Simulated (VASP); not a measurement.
# TaMn2N3 (P-3m1) in VASP: single point with PBE

Aim: the single point of TaMn2N3 with PBE.

All numbers are computed with VASP 6.6.1; they aren't measurements. Logs are shortened: lines on timing, memory, paths and dates and some standing lists are left out, and cuts for length are marked.

**1. The cell of the first run**

Symmetry: P-3m1, No. 164, trigonal system. The conventional cell has a = 4.658 Å, b = 4.658 Å, c = 4.015 Å, α = 90.00°, β = 90.00°, γ = 120.00°. Within 3.1 Å of Ta (site symmetry -3m) lie 6 N at 2.33 Å and 6 Mn at 2.80 Å. Within 2.1 Å of Mn (site symmetry 3m) lie 3 N at 1.56 Å. N (site symmetry 2/m) has 2 Mn at 1.56 Å within 2.1 Å.

**2. Single point, PBE, collinear spin, antiferromagnetic start**

INCAR

```
SYSTEM = TaMn2N3
PREC = Accurate
ENCUT = 520
EDIFF = 1E-6
ISMEAR = 0
SIGMA = 0.1
LREAL = .FALSE.
LASPH = .TRUE.
NELM = 150
ALGO = Normal
ISIF = 2
LWAVE = .FALSE.
LCHARG = .TRUE.
ISPIN = 2
MAGMOM = 0 -4 4 0 0 0
LORBIT = 11
LMAXMIX = 4
GGA = PE
LELF = .TRUE.
LVHAR = .TRUE.
NBANDS = 39
```

KPOINTS

```
regular mesh
0
G
  6 6 4
  0 0 0
```

POSCAR

```
TaMn2N3
1.0
    4.6575903100      0.0000000000      0.0000000000
   -2.3287951500      4.0335915300      0.0000000000
    0.0000000000      0.0000000000      4.0148932300
Ta Mn N
1 2 3
Direct
    0.0000000000      0.0000000000      0.0000000000
    0.3333333300      0.6666666700      0.1962000000
    0.6666666700      0.3333333300      0.8038000000
    0.5000000000      0.0000000000      0.0000000000
    0.0000000000      0.5000000000      0.0000000000
    0.5000000000      0.5000000000      0.0000000000
```

Potentials or basis: VASP PAW PBE potentials, release 64 (Ta_pv, Mn_pv, N).

On the command line:

```
$ cat potpaw_PBE.64/Ta_pv/POTCAR potpaw_PBE.64/Mn_pv/POTCAR potpaw_PBE.64/N/POTCAR > POTCAR
$ mpirun -np 1 vasp_std > vasp.out
```

OUTCAR:

```text
SYSTEM = TaMn2N3
   PREC = Accurate
   ENCUT = 520
   EDIFF = 1E-6
   ISMEAR = 0
   LREAL = .FALSE.
   LASPH = .TRUE.
   NELM = 150
   ISIF = 2
   ISPIN = 2
   LORBIT = 11
   GGA = PE

 ion  position               nearest neighbor table
   1  0.000  0.000  0.000-   5 2.33   5 2.33   4 2.33   4 2.33   6 2.33   6 2.33   2 2.80   3 2.80
                             3 2.80   2 2.80   3 2.80   2 2.80
   2  0.333  0.667  0.196-   4 1.56   5 1.56   6 1.56   1 2.80   1 2.80   1 2.80   3 3.12   3 3.12
                             3 3.12
   3  0.667  0.333  0.804-   4 1.56   5 1.56   6 1.56   1 2.80   1 2.80   1 2.80   2 3.12   2 3.12
                             2 3.12
   4  0.500  0.000  0.000-   2 1.56   3 1.56   1 2.33   1 2.33
   5  0.000  0.500  0.000-   2 1.56   3 1.56   1 2.33   1 2.33
   6  0.500  0.500  0.000-   2 1.56   3 1.56   1 2.33   1 2.33

  LATTYP: Found a hexagonal cell.
 ALAT       =     4.6575903100
 C/A-ratio  =     0.8620108173

  Lattice vectors:

 A1 = (   4.6575903100,   0.0000000000,   0.0000000000)
 A2 = (  -2.3287951500,   4.0335915300,   0.0000000000)
 A3 = (   0.0000000000,   0.0000000000,   4.0148932300)

Analysis of symmetry for initial positions (statically):
=====================================================================
 Subroutine PRICEL returns:
 Original cell was already a primitive cell.

 Routine SETGRP: Setting up the symmetry group for a
 hexagonal supercell.

 Subroutine GETGRP returns: Found 12 space group operations
 (whereof 12 operations were pure point group operations)
 out of a pool of 24 trial point group operations.

The static configuration has the point symmetry D_3d.

Analysis of symmetry for dynamics (positions and initial velocities):
=====================================================================
 Subroutine PRICEL returns:
 Original cell was already a primitive cell.

 Routine SETGRP: Setting up the symmetry group for a
 hexagonal supercell.

 Subroutine GETGRP returns: Found 12 space group operations
 (whereof 12 operations were pure point group operations)
 out of a pool of 24 trial point group operations.

The dynamic configuration has the point symmetry D_3d.

Analysis of structural, dynamic, and magnetic symmetry:
=====================================================================
 Subroutine PRICEL returns:
 Original cell was already a primitive cell.

 Routine SETGRP: Setting up the symmetry group for a
 hexagonal supercell.

 Subroutine GETGRP returns: Found 12 space group operations
 (whereof 12 operations were pure point group operations)
 out of a pool of 24 trial point group operations.

The overall configuration has the point symmetry D_3d.
[... 146 lines left out ...]

 number of electron      52.0000012 magnetization      -0.0000000

 Free energy of the ion-electron system (eV)
  ---------------------------------------------------
  ext. energy  EPLUGINS =         0.00000000
  ---------------------------------------------------
  free energy    TOTEN  =       -48.24798738 eV

  energy without entropy =      -48.22738260  energy(sigma->0) =      -48.23768499

 E-fermi :   5.9352     XC(G=0): -11.3015

 val. band max:        5.9303599258   @ k =   0.3333   0.3333   0.2500
 cond. band min:       5.9420756903   @ k =   0.3333   0.1667   0.2500
 fundamental gap:      0.0117157645
 Fermi energy:         5.9351768375

 spin component 1

 k-point     1 :       0.0000    0.0000    0.0000
  band No.  band energies     occupation
      1     -43.2198      1.00000
      2     -43.2198      1.00000
      3     -43.1965      1.00000
      4     -43.1965      1.00000
      5     -42.6452      1.00000
      6     -42.6294      1.00000
[... 973 lines left out ...]
     37      12.2299      0.00000
     38      12.2303      0.00000
 Fermi energy:         5.9351768375

 spin component 2

 k-point     1 :       0.0000    0.0000    0.0000
  band No.  band energies     occupation
      1     -43.2198      1.00000
      2     -43.2198      1.00000
      3     -43.1965      1.00000
      4     -43.1965      1.00000
      5     -42.6452      1.00000
      6     -42.6294      1.00000
[... 973 lines left out ...]
     37      12.2299      0.00000
     38      12.2303      0.00000
 [bands above 38 left out]

------------------------ aborting loop because EDIFF is reached ----------------------------------------

  FORCE on cell =-STRESS in cart. coord.  units (eV):
  Direction    XX          YY          ZZ          XY          YZ          ZX
  --------------------------------------------------------------------------------------
  -------------------------------------------------------------------------------------
  Total       28.0026667     28.0026667     13.2889586      0.0000000      0.0000000      0.0000000
  in kB      594.8161786    594.8161789    282.2762443      0.0000007      0.0000000      0.0000000
  external PRESSURE =     490.6362006 kB  Pullay stress =       0.0000000 kB

 VOLUME and BASIS-vectors are now :
 -----------------------------------------------------------------------------
  energy-cutoff  :      520.00
  volume of cell :       75.43
      direct lattice vectors                 reciprocal lattice vectors
     4.657590310  0.000000000  0.000000000     0.214703298  0.123959007  0.000000000
    -2.328795150  4.033591530  0.000000000     0.000000000  0.247918014  0.000000000
     0.000000000  0.000000000  4.014893230     0.000000000  0.000000000  0.249072626

 POSITION                                       TOTAL-FORCE (eV/Angst)
 -----------------------------------------------------------------------------------
      0.00000      0.00000      0.00000         0.000000      0.000000      0.000000
     -0.00000      2.68906      0.78772        -0.000000     -0.000000     11.320085
      2.32880      1.34453      3.22717        -0.000000      0.000000    -11.320085
      2.32880      0.00000      0.00000         0.000000      0.000000      0.000000
     -1.16440      2.01680      0.00000         0.000000      0.000000      0.000000
      1.16440      2.01680      0.00000         0.000000      0.000000      0.000000
 -----------------------------------------------------------------------------------
    total drift:                                0.000000     -0.000000      0.000000

  FREE ENERGIE OF THE ION-ELECTRON SYSTEM (eV)
  ---------------------------------------------------
  free  energy   TOTEN  =       -48.2479873785 eV

  energy  without entropy=      -48.2273825982  energy(sigma->0) =      -48.23768499

 total charge

# of ion       s       p       d       tot
------------------------------------------
    1        0.263   6.120   2.226   8.609
    2        0.578   6.751   5.893  13.222
    3        0.578   6.751   5.893  13.222
    4        1.312   2.581   0.000   3.893
    5        1.312   2.581   0.000   3.893
    6        1.312   2.581   0.000   3.893
--------------------------------------------------
tot          5.356  27.366  14.012  46.734

 magnetization (x)

# of ion       s       p       d       tot
------------------------------------------
    1        0.000   0.000   0.000   0.000
    2       -0.000  -0.000  -0.001  -0.001
    3        0.000   0.000   0.001   0.001
    4        0.000   0.000   0.000   0.000
    5        0.000   0.000   0.000   0.000
    6        0.000   0.000   0.000   0.000
--------------------------------------------------
tot          0.000   0.000   0.000   0.000
```

stdout:

```text
POSCAR found type information on POSCAR TaMnN
 POSCAR found :  3 types and       6 ions
 scaLAPACK will be used
 LDA part: xc-table for (Slater+PW92), standard interpolation
 POSCAR, INCAR and KPOINTS ok, starting setup
 FFT: planning ... GRIDC
 FFT: planning ... GRID_SOFT
 FFT: planning ... GRID
 WAVECAR not read
 entering main loop
```

Run time: 5.7 min. Hardware: 1 thread of Oxide Virtual Turin-like, shared host; peak memory 0.25 GiB.

Results:

| Property | Result |
| --- | --- |
| Free energy | -48.2480 eV |
| Pressure | 49.1 GPa |
| Largest force | 11.320 eV/Å |
| Band gap on the k mesh | zero (filled and empty bands overlap) |
| Net moment | 0.00 μB per cell |
| Valence electrons inside the program's atomic spheres | Ta 8.61; Mn 13.22; N 3.89 |

Forces on the atoms (eV/Å):
```
Ta    0.000   0.000   0.000
Mn    0.000   0.000  11.320
Mn    0.000   0.000 -11.320
N     0.000   0.000   0.000
N     0.000   0.000   0.000
N     0.000   0.000   0.000
```

Caveat: the k points lie up to 0.39 Å⁻¹ apart; the starting moments collapsed, and a magnetic state may lie lower; spin-orbit coupling is left out, which moves the levels of the heavy elements; forces of over 1 eV/Å act on the atoms, so gaps and moduli don't describe the material at rest. With open d or f shells a metallic result of PBE can be an artefact of self-interaction; +U or a hybrid may open a gap.
